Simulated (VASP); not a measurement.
# Re (I4/mmm) in VASP: single point with PBE

Aim: the single point of Re with PBE.

Program: VASP 6.6.1. These are calculated values, not measurements. Logs are shortened: lines on timing, memory, paths and dates and some standing lists are left out, and cuts for length are marked.

**1. The cell of the first run**

It takes space group I4/mmm (No. 139, tetragonal). The conventional cell has a = 3.248 Å, b = 3.248 Å, c = 2.890 Å, α = 90.00°, β = 90.00°, γ = 90.00°. Within 3.6 Å of Re (site symmetry 4/mmm) lie 14 Re at 2.71 to 3.25 Å.

**2. Single point, PBE (15.25 Å³/atom)**

Input file INCAR:

```
SYSTEM = Re
ALGO     = Normal         ! electronic algorithm
EDIFF    = 1E-6           ! SCF threshold, eV
ENCUT    = 560            ! plane-wave cutoff, eV
GGA      = PE             ! functional
GGA_COMPAT= .False.      
ISIF     = 2              ! what is computed and relaxed
ISMEAR   = 0              ! smearing method
LASPH    = .True.         ! aspherical terms in the spheres
LCHARG   = .False.        ! write CHGCAR
LREAL    = .False.        ! projectors in reciprocal space
LWAVE    = .False.        ! write WAVECAR
NBANDS   = 14             ! bands
NELM     = 120            ! most SCF steps
PREC     = Accurate       ! precision mode
SIGMA    = 0.15           ! smearing width, eV
```

Input file KPOINTS:

```
k-points
0
Gamma
  10 10 10
  0 0 0
```

Input file POSCAR:

```
Re
1.0
    0.0000000000      2.2967932169      1.4451422921
    2.2967932169      0.0000000000      1.4451422921
    2.2967932169      2.2967932169      0.0000000000
Re
1
Direct
    0.0000000000      0.0000000000      0.0000000000
```

Potentials or basis: VASP PAW PBE potentials, release 64 (Re_sv_GW).

On the command line:

```console
$ cat potpaw_PBE.64/Re_sv_GW/POTCAR > POTCAR
$ mpirun -np 1 vasp_std > vasp.out
```

OUTCAR:

```text
SYSTEM = Re
   EDIFF = 1E-6
   ENCUT = 560
   GGA = PE
   ISIF = 2
   ISMEAR = 0
   LASPH = .True.
   LREAL = .False.
   NELM = 120
   PREC = Accurate

 ion  position               nearest neighbor table
   1  0.000  0.000  0.000-

  LATTYP: Found a body centered tetragonal cell.
 ALAT       =     3.2481561173
 C/A-ratio  =     0.8898231735

  Lattice vectors:

 A1 = (   0.0000000000,  -2.2967932169,  -1.4451422921)
 A2 = (   0.0000000000,   2.2967932169,  -1.4451422921)
 A3 = (   2.2967932169,   0.0000000000,   1.4451422921)

Analysis of symmetry for initial positions (statically):
=====================================================================
 Subroutine PRICEL returns:
 Original cell was already a primitive cell.

 Routine SETGRP: Setting up the symmetry group for a
 body centered tetragonal supercell.

 Subroutine GETGRP returns: Found 16 space group operations
 (whereof 16 operations were pure point group operations)
 out of a pool of 16 trial point group operations.

The static configuration has the point symmetry D_4h.

Analysis of symmetry for dynamics (positions and initial velocities):
=====================================================================
 Subroutine PRICEL returns:
 Original cell was already a primitive cell.

 Routine SETGRP: Setting up the symmetry group for a
 body centered tetragonal supercell.

 Subroutine GETGRP returns: Found 16 space group operations
 (whereof 16 operations were pure point group operations)
 out of a pool of 16 trial point group operations.

The dynamic configuration has the point symmetry D_4h.

 Subroutine INISYM returns: Found 16 space group operations
 (whereof 16 operations are pure point group operations),
 and found     1 'primitive' translations

----------------------------------------------------------------------------------------

                                     Primitive cell

  volume of cell :      15.2470

  direct lattice vectors                    reciprocal lattice vectors
     0.000000000  2.296793217  1.445142292    -0.217694826  0.217694826  0.345986691
     2.296793217  0.000000000  1.445142292     0.217694826 -0.217694826  0.345986691
     2.296793217  2.296793217  0.000000000     0.217694826  0.217694826 -0.345986691
[... 86 lines left out ...]
   IBRION =     -1    ionic relax: 0-MD 1-quasi-New 2-CG
   NFREE  =      0    steps in history (QN), initial steepest desc. (CG)
   ISIF   =      2    stress and relaxation
   ISYM   =      2    0-nonsym 1-usesym 2-fastsym
   POTIM  = 0.5000    time-step for ionic-motion
   TEBEG  =    0.0;   TEEND  =   0.0 temperature during run
   PSTRESS=    0.0 pullay stress
   NELECT =      15.0000    total number of electrons
   NUPDOWN=      -1.0000    fix difference up-down
   EMIN   =  10.00;   EMAX   =-10.00  energy-range for DOS
   EFERMI =   0.00;   METHOD = LEGACY
   ISMEAR =     0;   SIGMA  =   0.15  broadening in eV -4-tet -1-fermi 0-gaus
   EFERMI_NEDOS =   21; number of points for ismear=-14 and -15
   IALGO  =     38    algorithm
   IMIX   =      4    mixing-type and parameters
     AMIX     =   0.40;   BMIX     =  1.00
     AMIX_MAG =   1.60;   BMIX_MAG =  1.00
  volume/ion in A,a.u.               =      15.25       102.89
  Fermi-wavevector in a.u.,A,eV,Ry     =   1.628210  3.076871 36.069973  2.651068
  Thomas-Fermi vector in A             =   2.720878
   LORBIT       =      0    0 simple, 1 ext, 2 COOP (PROOUT), +10 PAW based schemes
   GGA     = PE    functional components
   LHFCALC =     F    Hartree Fock is set to
   AEXX    =    0.0000 exact exchange contribution
   IVDW    =     0    specifies the selected vdW correction
   LEPSILON=     F    determine dielectric tensor
   LRPA    =     F    only Hartree local field effects (RPA)
 non-spin polarized calculation
 Gauss-broadening in eV      SIGMA  =   0.15
  energy-cutoff  :      560.00
  volume of cell :       15.25
 maximum number of plane-waves:       473
 NGX is ok and might be reduce to    24
   NGX = 11   NGY = 11   NGZ = 13

 number of electron      15.0000000 magnetization

 Free energy of the ion-electron system (eV)
  ---------------------------------------------------
  ext. energy  EPLUGINS =         0.00000000
  ---------------------------------------------------
  free energy    TOTEN  =       -13.75012275 eV

  energy without entropy =      -13.73888648  energy(sigma->0) =      -13.74450461

 E-fermi :  13.1817     XC(G=0): -14.0101

 val. band max:       13.1715163628   @ k =  -0.3000   0.3000   0.0000
 cond. band min:      13.2498744599   @ k =  -0.4000   0.3000   0.0000
 fundamental gap:      0.0783580970
 Fermi energy:        13.1816766759

 k-point     1 :       0.0000    0.0000    0.0000
  band No.  band energies     occupation
      1     -67.4701      2.00000
      2     -28.7912      2.00000
      3     -28.7912      2.00000
      4     -28.5936      2.00000
      5       2.8372      2.00000
      6       9.8240      2.00000
      7      11.4397      2.00000
      8      11.4397      2.00000
      9      13.0023      1.90917
     10      14.9036      0.00000
     11      27.3174      0.00000
     12      27.3174      0.00000
     13      29.7127      0.00000
     14      38.9433      0.00000
[... 377 lines left out ...]
      1     -67.3142      2.00000
      2     -29.5113      2.00000
      3     -29.4171      2.00000
      4     -29.2421      2.00000
      5       7.7150      2.00000
      6       8.4802      2.00000
      7      11.9863      2.00000
      8      12.4459      2.00000
      9      15.7010      0.00000
     10      19.0040      0.00000
     11      25.1173      0.00000
     12      26.4946      0.00000
     13      29.9813      0.00000
     14      32.5801      0.00000

 [... further k-points ...]

------------------------ aborting loop because EDIFF is reached ----------------------------------------

  FORCE on cell =-STRESS in cart. coord.  units (eV):
  Direction    XX          YY          ZZ          XY          YZ          ZX
  --------------------------------------------------------------------------------------
  -------------------------------------------------------------------------------------
  Total       -0.5398996     -0.5398996     -0.0528753      0.0000000      0.0000000      0.0000000
  in kB      -56.7334524    -56.7334524     -5.5562179      0.0000000      0.0000000      0.0000000
  external PRESSURE =     -39.6743742 kB  Pullay stress =       0.0000000 kB

 VOLUME and BASIS-vectors are now :
 -----------------------------------------------------------------------------
  energy-cutoff  :      560.00
  volume of cell :       15.25
      direct lattice vectors                 reciprocal lattice vectors
     0.000000000  2.296793217  1.445142292    -0.217694826  0.217694826  0.345986691
     2.296793217  0.000000000  1.445142292     0.217694826 -0.217694826  0.345986691
     2.296793217  2.296793217  0.000000000     0.217694826  0.217694826 -0.345986691

 POSITION                                       TOTAL-FORCE (eV/Angst)
 -----------------------------------------------------------------------------------
      0.00000      0.00000      0.00000         0.000000     -0.000000      0.000000
 -----------------------------------------------------------------------------------
    total drift:                               -0.000000     -0.000000      0.000000

  FREE ENERGIE OF THE ION-ELECTRON SYSTEM (eV)
  ---------------------------------------------------
  free  energy   TOTEN  =       -13.7501227455 eV

  energy  without entropy=      -13.7388864836  energy(sigma->0) =      -13.74450461
```

stdout:

```text
POSCAR found type information on POSCAR Re
 POSCAR found :  1 types and       1 ions
 scaLAPACK will be used
 LDA part: xc-table for (Slater+PW92), standard interpolation
 POSCAR, INCAR and KPOINTS ok, starting setup
 FFT: planning ... GRIDC
 FFT: planning ... GRID_SOFT
 FFT: planning ... GRID
 WAVECAR not read
 entering main loop
```

Wall time 27 s (1 thread of Intel Xeon Platinum 8488C (Sapphire Rapids), shared host); peak memory 0.16 GiB.

Results:

```
Free energy            : -13.7501 eV
Pressure               : -4.0 GPa
Band gap on the k mesh : zero (an odd number of electrons rules out a gap without spin polarisation)
```

Caveat: the stress differs along the axes, from -6 to -1 GPa; spin-orbit coupling is left out, which moves the levels of the heavy elements.

The gap in the log of VASP goes by the Fermi energy; the results here count the filled bands.